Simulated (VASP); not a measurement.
# Hf (P6_3/mmc) in VASP: further runs

Runs on Hf. Level: PBEsol. Tasks: single point.

Everything below comes from runs of VASP 6.6.1. Logs are shortened: lines on timing, memory, paths and dates and some standing lists are left out, and cuts for length are marked.

### Step 1. The cell of the first run

Symmetry: P6_3/mmc, No. 194, hexagonal system. Conventional cell: a = 3.096 Å, b = 3.096 Å, c = 4.921 Å, α = 90.00°, β = 90.00°, γ = 120.00°. Hf (site symmetry -6m2) has 12 Hf at 3.04 to 3.10 Å within 4.0 Å.

### Step 2. Single point, PBEsol

The input, INCAR:

```
SYSTEM = Hf
ALGO = Normal ; EDIFF = 1E-6
ENCUT = 500 ; GGA = PS
GGA_COMPAT = .FALSE. ; ISIF = 2
ISMEAR = -1 ; LASPH = .TRUE.
LCHARG = .FALSE. ; LREAL = .FALSE.
LWAVE = .FALSE. ; NBANDS = 17
NELM = 120 ; PREC = Accurate
SIGMA = 0.1
```

The input, KPOINTS:

```
k-points
0
G
  18 18 10
  0 0 0
```

The input, POSCAR:

```
Hf
1.0
    3.0964341662      0.0000000000      0.0000000000
   -1.5482170831      2.6815906491      0.0000000000
    0.0000000000      0.0000000000      4.9209713058
Hf
2
Direct
    0.3333333333      0.6666666667      0.2500000000
    0.6666666667      0.3333333333      0.7500000000
```

Potentials or basis: VASP PAW PBE potentials, release 64 (Hf_pv).

Command:

```bash
$ cat potpaw_PBE.64/Hf_pv/POTCAR > POTCAR
$ mpirun -np 1 vasp_std > vasp.out
```

OUTCAR:

```text
SYSTEM = Hf
   EDIFF = 1E-6
   ENCUT = 500
   GGA = PS
   ISIF = 2
   ISMEAR = -1
   LASPH = .TRUE.
   LREAL = .FALSE.
   NELM = 120
   PREC = Accurate

 ion  position               nearest neighbor table
   1  0.333  0.667  0.250-   2 3.04   2 3.04   2 3.04   2 3.04   2 3.04   2 3.04
   2  0.667  0.333  0.750-   1 3.04   1 3.04   1 3.04   1 3.04   1 3.04   1 3.04

  LATTYP: Found a hexagonal cell.
 ALAT       =     3.0964341662
 C/A-ratio  =     1.5892381500

  Lattice vectors:

 A1 = (   3.0964341662,   0.0000000000,   0.0000000000)
 A2 = (  -1.5482170831,   2.6815906491,   0.0000000000)
 A3 = (   0.0000000000,   0.0000000000,   4.9209713058)

Analysis of symmetry for initial positions (statically):
=====================================================================
 Subroutine PRICEL returns:
 Original cell was already a primitive cell.

 Routine SETGRP: Setting up the symmetry group for a
 hexagonal supercell.

 Subroutine GETGRP returns: Found 24 space group operations
 (whereof 12 operations were pure point group operations)
 out of a pool of 24 trial point group operations.

The static configuration has the point symmetry D_3d.
 The point group associated with its full space group is D_6h.

Analysis of symmetry for dynamics (positions and initial velocities):
=====================================================================
 Subroutine PRICEL returns:
 Original cell was already a primitive cell.

 Routine SETGRP: Setting up the symmetry group for a
 hexagonal supercell.

 Subroutine GETGRP returns: Found 24 space group operations
 (whereof 12 operations were pure point group operations)
 out of a pool of 24 trial point group operations.

The dynamic configuration has the point symmetry D_3d.
 The point group associated with its full space group is D_6h.

 Subroutine INISYM returns: Found 24 space group operations
 (whereof 12 operations are pure point group operations),
 and found     1 'primitive' translations

----------------------------------------------------------------------------------------

                                     Primitive cell

  volume of cell :      40.8606

  direct lattice vectors                    reciprocal lattice vectors
     3.096434166  0.000000000  0.000000000     0.322952127  0.186456497  0.000000000
    -1.548217083  2.681590649  0.000000000     0.000000000  0.372912995  0.000000000
     0.000000000  0.000000000  4.920971306     0.000000000  0.000000000  0.203211914

  length of vectors
     3.096434166  3.096434166  4.920971306     0.372912995  0.372912995  0.203211914

  position of ions in fractional coordinates (direct lattice)
     0.333333333  0.666666667  0.250000000
     0.666666667  0.333333333  0.750000000

  ion indices of the primitive-cell ions
   primitive index   ion index
                 1           1
                 2           2

----------------------------------------------------------------------------------------

 KPOINTS: k-points

Automatic generation of k-mesh.
 Grid dimensions read from file:
 generate k-points for:   18   18   10

 Generating k-lattice:

  Cartesian coordinates                     Fractional coordinates (reciprocal lattice)
     0.017941785  0.010358694  0.000000000     0.055555556  0.000000000  0.000000000
     0.000000000  0.020717389  0.000000000     0.000000000  0.055555556  0.000000000
     0.000000000  0.000000000  0.020321191     0.000000000  0.000000000  0.100000000

  Length of vectors
     0.020717389  0.020717389  0.020321191

  Shift w.r.t. Gamma in fractional coordinates (k-lattice)
     0.000000000  0.000000000  0.000000000

 Subroutine IBZKPT returns following result:
 ===========================================

 Found    222 irreducible k-points:

 Following reciprocal coordinates:
            Coordinates               Weight
  0.000000  0.000000  0.000000      1.000000
  0.055556  0.000000  0.000000      6.000000
  0.111111  0.000000  0.000000      6.000000
  0.166667  0.000000  0.000000      6.000000
  0.222222  0.000000  0.000000      6.000000
  0.277778  0.000000  0.000000      6.000000
[... 16 lines left out ...]
  0.333333  0.111111  0.000000     12.000000
  0.388889  0.111111  0.000000     12.000000
 [... further k-points ...]
   k-points           NKPTS =    222   k-points in BZ     NKDIM =    222   number of bands    NBANDS=     17
   number of dos      NEDOS =    301   number of ions     NIONS =      2
   total plane-waves  NPLWV =  20736
   dimension x,y,z NGX =    24 NGY =   24 NGZ =   36
   dimension x,y,z NGXF=    48 NGYF=   48 NGZF=   72
   ions per type =               2
   NGX,Y,Z   is equivalent  to a cutoff of  12.89, 12.89, 12.16 a.u.
   NGXF,Y,Z  is equivalent  to a cutoff of  25.77, 25.77, 24.32 a.u.
 SYSTEM =  Hf
   PREC   = accura    normal or accurate (medium, high low for compatibility)
   ISTART =      0    job   : 0-new  1-cont  2-samecut
   ICHARG =      2    charge: 1-file 2-atom 10-const
   ISPIN  =      1    spin polarized calculation?
   LNONCOLLINEAR =      F non collinear calculations
   LSORBIT =      F    spin-orbit coupling
   LASPH  =      T    aspherical Exc in radial PAW
   ENCUT  =  500.0 eV  36.75 Ry    6.06 a.u.   5.65  5.65  8.97*2*pi/ulx,y,z
   NELM   =    120;   NELMIN=  2; NELMDL= -5     # of ELM steps
   EDIFF  = 0.1E-05   stopping-criterion for ELM
   LREAL  =      F    real-space projection
   EDIFFG = 0.1E-04   stopping-criterion for IOM
   NSW    =      0    number of steps for IOM
   IBRION =     -1    ionic relax: 0-MD 1-quasi-New 2-CG
   NFREE  =      0    steps in history (QN), initial steepest desc. (CG)
   ISIF   =      2    stress and relaxation
   ISYM   =      2    0-nonsym 1-usesym 2-fastsym
   POTIM  = 0.5000    time-step for ionic-motion
   TEBEG  =    0.0;   TEEND  =   0.0 temperature during run
   PSTRESS=    0.0 pullay stress
   NELECT =      20.0000    total number of electrons
   NUPDOWN=      -1.0000    fix difference up-down
   EMIN   =  10.00;   EMAX   =-10.00  energy-range for DOS
   EFERMI =   0.00;   METHOD = LEGACY
   ISMEAR =    -1;   SIGMA  =   0.10  broadening in eV -4-tet -1-fermi 0-gaus
   EFERMI_NEDOS =   21; number of points for ismear=-14 and -15
   IALGO  =     38    algorithm
   IMIX   =      4    mixing-type and parameters
     AMIX     =   0.40;   BMIX     =  1.00
     AMIX_MAG =   1.60;   BMIX_MAG =  1.00
  volume/ion in A,a.u.               =      20.43       137.87
  Fermi-wavevector in a.u.,A,eV,Ry     =   1.290178  2.438084 22.647719  1.664560
  Thomas-Fermi vector in A             =   2.422026
   LORBIT       =      0    0 simple, 1 ext, 2 COOP (PROOUT), +10 PAW based schemes
   GGA     = PS    functional components
   LHFCALC =     F    Hartree Fock is set to
   AEXX    =    0.0000 exact exchange contribution
   IVDW    =     0    specifies the selected vdW correction
   LEPSILON=     F    determine dielectric tensor
   LRPA    =     F    only Hartree local field effects (RPA)
 non-spin polarized calculation
  energy-cutoff  :      500.00
  volume of cell :       40.86
 maximum number of plane-waves:      1085
 NGX is ok and might be reduce to    24
   NGX = 11   NGY = 11   NGZ = 17

 number of electron      20.0000003 magnetization

 Free energy of the ion-electron system (eV)
  ---------------------------------------------------
  ext. energy  EPLUGINS =         0.00000000
  ---------------------------------------------------
  free energy    TOTEN  =       -20.98790762 eV

  energy without entropy =      -20.93459310  energy(sigma->0) =      -20.96125036

 E-fermi :   5.3846     XC(G=0): -11.8134

 val. band max:        5.3777238428   @ k =   0.1667   0.0000   0.2000
 cond. band min:       5.3986589702   @ k =   0.1111   0.0556   0.4000
 fundamental gap:      0.0209351274
 Fermi energy:         5.3846217952

 k-point     1 :       0.0000    0.0000    0.0000
  band No.  band energies     occupation
      1     -25.5806      2.00000
      2     -24.5812      2.00000
      3     -24.5812      2.00000
      4     -24.4145      2.00000
      5     -24.4145      2.00000
      6     -24.4131      2.00000
[... 9 lines left out ...]
     16       8.2542      0.00000
     17      11.2400      0.00000

 k-point     2 :       0.0556    0.0000    0.0000
  band No.  band energies     occupation
      1     -25.5698      2.00000
      2     -24.6054      2.00000
      3     -24.5892      2.00000
      4     -24.4402      2.00000
      5     -24.4179      2.00000
      6     -24.4176      2.00000
[... 9 lines left out ...]
     16       8.1486      0.00000
     17      11.3301      0.00000

 k-point     3 :       0.1111    0.0000    0.0000
  band No.  band energies     occupation
      1     -25.5378      2.00000
      2     -24.6752      2.00000
      3     -24.6119      2.00000
      4     -24.5132      2.00000
      5     -24.4324      2.00000
      6     -24.4270      2.00000
[... 9 lines left out ...]
     16       7.8810      0.00000
     17      11.5494      0.00000

 k-point     4 :       0.1667    0.0000    0.0000
  band No.  band energies     occupation
      1     -25.4866      2.00000
      2     -24.7820      2.00000
      3     -24.6457      2.00000
      4     -24.6218      2.00000
      5     -24.4566      2.00000
      6     -24.4421      2.00000
[... 9 lines left out ...]
     16       8.3380      0.00000
     17      11.8142      0.00000

 k-point     5 :       0.2222    0.0000    0.0000
  band No.  band energies     occupation
      1     -25.4195      2.00000
      2     -24.9126      2.00000
      3     -24.7501      2.00000
      4     -24.6858      2.00000
      5     -24.4907      2.00000
      6     -24.4617      2.00000
[... 9 lines left out ...]
     16       8.9529      0.00000
     17      12.0602      0.00000

 k-point     6 :       0.2778    0.0000    0.0000
  band No.  band energies     occupation
      1     -25.3407      2.00000
      2     -25.0510      2.00000
      3     -24.8814      2.00000
      4     -24.7271      2.00000
      5     -24.5341      2.00000
      6     -24.4835      2.00000
[... 9 lines left out ...]
     16       9.6952      0.00000
     17      12.2569      0.00000

 k-point     7 :       0.3333    0.0000    0.0000
  band No.  band energies     occupation
      1     -25.2562      2.00000
      2     -25.1800      2.00000
      3     -25.0005      2.00000
      4     -24.7650      2.00000
      5     -24.5852      2.00000
      6     -24.5045      2.00000
[... 9 lines left out ...]
     16      10.5158      0.00000
     17      12.3973      0.00000

 k-point     8 :       0.3889    0.0000    0.0000
  band No.  band energies     occupation
      1     -25.2842      2.00000
      2     -25.1746      2.00000
      3     -25.0950      2.00000
      4     -24.7952      2.00000
      5     -24.6394      2.00000
      6     -24.5220      2.00000
[... 9 lines left out ...]
     16      11.3428      0.00000
     17      12.4870      0.00000
[... 203 lines left out ...]
      1     -25.4571      2.00000
      2     -24.8133      2.00000
      3     -24.7469      2.00000
      4     -24.6071      2.00000
      5     -24.4713      2.00000
      6     -24.4692      2.00000
[... 9 lines left out ...]
     16       8.7569      0.00000
     17      11.7989      0.00000

 k-point    20 :       0.1667    0.1111    0.0000
  band No.  band energies     occupation
      1     -25.3917      2.00000
      2     -24.9199      2.00000
      3     -24.8522      2.00000
      4     -24.6621      2.00000
      5     -24.5055      2.00000
      6     -24.5007      2.00000
[... 9 lines left out ...]
     16       9.4658      0.00000
     17      11.9358      0.00000

 k-point    21 :       0.2222    0.1111    0.0000
  band No.  band energies     occupation
      1     -25.3148      2.00000
      2     -25.0456      2.00000
      3     -24.9462      2.00000
      4     -24.7243      2.00000
      5     -24.5490      2.00000
      6     -24.5313      2.00000
[... 9 lines left out ...]
     16      10.2925      0.00000
     17      12.0604      0.00000

 k-point    22 :       0.2778    0.1111    0.0000
  band No.  band energies     occupation
      1     -25.2319      2.00000
      2     -25.1660      2.00000
      3     -25.0283      2.00000
      4     -24.7836      2.00000
      5     -24.6005      2.00000
      6     -24.5589      2.00000
[... 9 lines left out ...]
     16      11.1947      0.00000
     17      12.1547      0.00000

 k-point    23 :       0.3333    0.1111    0.0000
  band No.  band energies     occupation
      1     -25.2634      2.00000
      2     -25.1510      2.00000
      3     -25.0937      2.00000
      4     -24.8314      2.00000
      5     -24.6557      2.00000
      6     -24.5810      2.00000
[... 9 lines left out ...]
     16      12.1159      0.00000
     17      12.2154      0.00000

 k-point    24 :       0.3889    0.1111    0.0000
  band No.  band energies     occupation
      1     -25.3263      2.00000
      2     -25.1362      2.00000
      3     -25.0853      2.00000
      4     -24.8621      2.00000
      5     -24.7045      2.00000
      6     -24.5954      2.00000
[... 9 lines left out ...]
     16      12.2478      0.00000
     17      12.9310      0.00000

 [... further k-points ...]

------------------------ aborting loop because EDIFF is reached ----------------------------------------

  FORCE on cell =-STRESS in cart. coord.  units (eV):
  Direction    XX          YY          ZZ          XY          YZ          ZX
  --------------------------------------------------------------------------------------
  -------------------------------------------------------------------------------------
  Total        1.7046423      1.7046423      1.6725343      0.0000000     -0.0000000      0.0000000
  in kB       66.8403432     66.8403432     65.5813639      0.0000000     -0.0000000      0.0000000
  external PRESSURE =      66.4206834 kB  Pullay stress =       0.0000000 kB

 VOLUME and BASIS-vectors are now :
 -----------------------------------------------------------------------------
  energy-cutoff  :      500.00
  volume of cell :       40.86
      direct lattice vectors                 reciprocal lattice vectors
     3.096434166  0.000000000  0.000000000     0.322952127  0.186456497  0.000000000
    -1.548217083  2.681590649  0.000000000     0.000000000  0.372912995  0.000000000
     0.000000000  0.000000000  4.920971306     0.000000000  0.000000000  0.203211914

 POSITION                                       TOTAL-FORCE (eV/Angst)
 -----------------------------------------------------------------------------------
     -0.00000      1.78773      1.23024         0.000000     -0.000000      0.000000
      1.54822      0.89386      3.69073        -0.000000      0.000000      0.000000
 -----------------------------------------------------------------------------------
    total drift:                               -0.000000      0.000000     -0.000000

  FREE ENERGIE OF THE ION-ELECTRON SYSTEM (eV)
  ---------------------------------------------------
  free  energy   TOTEN  =       -20.9879076209 eV

  energy  without entropy=      -20.9345931031  energy(sigma->0) =      -20.96125036
```

Wall time 73 s (1 thread of Intel Xeon Platinum 8259CL at 2.50GHz (Skylake/Cascade Lake), shared host); peak memory 0.25 GiB.

Results:

* Free energy: -20.9879 eV
* Pressure: 6.6 GPa
* Band gap on the k mesh: zero (band 10 reaches 6.59 eV, above the bottom of band 11 at 5.05 eV)

Caveat: the PAW data sets were made with another functional, which shifts forces and pressure a little; spin-orbit coupling is left out, which moves the levels of the heavy elements.

### Step 3. Single point, PBEsol

This run uses another cell than the first one, of 20.90 Å³/atom, 1.023 times its volume.

The input, INCAR:

```
SYSTEM = Hf
PREC = Accurate ; ENCUT = 500
EDIFF = 1E-6 ; ISMEAR = -1
SIGMA = 0.1 ; LREAL = .FALSE.
LASPH = .TRUE. ; NELM = 120
ALGO = Normal ; ISIF = 2
LWAVE = .FALSE. ; LCHARG = .TRUE.
GGA = PS ; LELF = .TRUE.
LVHAR = .TRUE. ; NBANDS = 17
GGA_COMPAT = .FALSE.
```

The input, KPOINTS:

```
Automatic mesh
0
G
  18 18 10
  0 0 0
```

The input, POSCAR:

```
Hf
1.0
    3.1213885076      0.0000000000      0.0000000000
   -1.5606942538      2.7032017427      0.0000000000
    0.0000000000      0.0000000000      4.9541797455
Hf
2
Direct
    0.3333333333      0.6666666667      0.2500000000
    0.6666666667      0.3333333333      0.7500000000
```

Potentials or basis: VASP PAW PBE potentials, release 64 (Hf_pv).

Command:

```bash
$ cat potpaw_PBE.64/Hf_pv/POTCAR > POTCAR
$ mpirun -np 1 vasp_std > vasp.out
```

Wall time 87 s (1 thread of Intel Xeon Platinum 8259CL at 2.50GHz (Skylake/Cascade Lake), shared host); peak memory 0.25 GiB.

It converged, with:

```
Free energy            : -21.0181 eV
Pressure               : 3.7 GPa
Band gap on the k mesh : zero (band 10 reaches 6.42 eV, above the bottom of band 11 at 4.87 eV)
```

Stress tensor (GPa, compression positive):
```
3.69 0.00 0.00
0.00 3.69 0.00
0.00 0.00 3.58
```

Levels at points of the mesh, in eV from the Fermi level:
| k point | band 6 | band 7 | band 8 | band 9 | band 10 | band 11 | band 12 | band 13 | band 14 | band 15 |
| --- | --- | --- | --- | --- | --- | --- | --- | --- | --- | --- |
| (0.00, 0.00, 0.00) | -29.88 | -7.60 | -3.92 | 0.92 | 1.20 | 1.20 | 1.47 | 2.09 | 2.09 | 2.81 |
| (0.50, 0.00, 0.00) | -30.00 | -3.45 | -2.99 | -2.44 | -0.63 | 0.80 | 0.96 | 1.80 | 6.39 | 6.95 |
| (0.00, 0.00, 0.50) | -29.96 | -5.50 | -5.50 | 0.13 | 0.13 | 1.09 | 1.09 | 1.09 | 1.09 | 5.16 |
| (0.50, 0.00, 0.50) | -30.13 | -3.62 | -3.62 | -1.11 | -1.11 | 1.46 | 1.46 | 2.82 | 2.82 | 6.57 |

Caveat: the PAW data sets were made with another functional, which shifts forces and pressure a little; spin-orbit coupling is left out, which moves the levels of the heavy elements.

### Step 4. Single point, PBEsol

This run uses another cell than the first one, of 21.25 Å³/atom, 1.040 times its volume.

The input, INCAR:

```
SYSTEM = Hf
  PREC = Accurate
  ENCUT = 500
  EDIFF = 1E-6
  ISMEAR = -1
  SIGMA = 0.1
  LREAL = .False.
  LASPH = .True.
  NELM = 120
  ALGO = Normal
  ISIF = 2
  LWAVE = .False.
  LCHARG = .False.
  GGA = PS
  NBANDS = 17
  GGA_COMPAT = .False.
```

The input, KPOINTS:

```
regular mesh
0
Gamma
  18 18 10
  0 0 0
```

The input, POSCAR:

```
Hf
1.0
    3.1392683241      0.0000000000      0.0000000000
   -1.5696341621      2.7186861180      0.0000000000
    0.0000000000      0.0000000000      4.9785261205
Hf
2
Direct
    0.3333333333      0.6666666667      0.2500000000
    0.6666666667      0.3333333333      0.7500000000
```

Command:

```bash
$ cat potpaw_PBE.64/Hf_pv/POTCAR > POTCAR
$ mpirun -np 1 vasp_std > vasp.out
```

It took 76 s on 1 thread of Intel Xeon Platinum 8259CL at 2.50GHz (Skylake/Cascade Lake), shared host; peak memory 0.25 GiB.

Results (log left out):

| Property | Result |
| --- | --- |
| Free energy | -21.0295 eV |
| Pressure | 1.6 GPa |
| Band gap on the k mesh | zero (band 10 reaches 6.30 eV, above the bottom of band 11 at 4.74 eV) |

Stress tensor (GPa, compression positive):
```
1.68 0.00 0.00
0.00 1.68 0.00
0.00 0.00 1.57
```

Levels at points of the mesh, in eV from the Fermi level:
| k point | band 7 | band 8 | band 9 | band 10 | band 11 | band 12 | band 13 | band 14 |
| --- | --- | --- | --- | --- | --- | --- | --- | --- |
| (0.00, 0.00, 0.00) | -7.55 | -3.87 | 0.86 | 1.20 | 1.20 | 1.47 | 2.07 | 2.07 |
| (0.50, 0.00, 0.00) | -3.43 | -2.93 | -2.38 | -0.67 | 0.80 | 0.94 | 1.77 | 6.27 |
| (0.00, 0.00, 0.50) | -5.48 | -5.48 | 0.14 | 0.14 | 1.09 | 1.09 | 1.09 | 1.09 |
| (0.50, 0.00, 0.50) | -3.57 | -3.57 | -1.07 | -1.07 | 1.39 | 1.39 | 2.78 | 2.78 |

Caveat: the PAW data sets were made with another functional, which shifts forces and pressure a little; spin-orbit coupling is left out, which moves the levels of the heavy elements.

### Step 5. Summary

| cell | gap on the mesh (eV) | pressure (GPa) |
| --- | --- | --- |
| a = 3.096, b = 3.096, c = 4.921 Å, angles 90.0, 90.0, 120.0°, 2 atoms | none | 6.6 |
| a = 3.121, b = 3.121, c = 4.954 Å, angles 90.0, 90.0, 120.0°, 2 atoms | none | 3.7 |
| a = 3.139, b = 3.139, c = 4.979 Å, angles 90.0, 90.0, 120.0°, 2 atoms | none | 1.6 |

Alike in all rows: task single point; level PBEsol; potentials or basis VASP PAW PBE potentials, release 64 (Hf_pv); no spin polarisation; k mesh 18 × 18 × 10; cutoff (eV) 500; smearing fermi-dirac 0.1 eV.

Caveats: the PAW data sets were made with another functional, which shifts forces and pressure a little; spin-orbit coupling is left out, which moves the levels of the heavy elements.

Absolute energies hang on the potentials; compare differences alone.
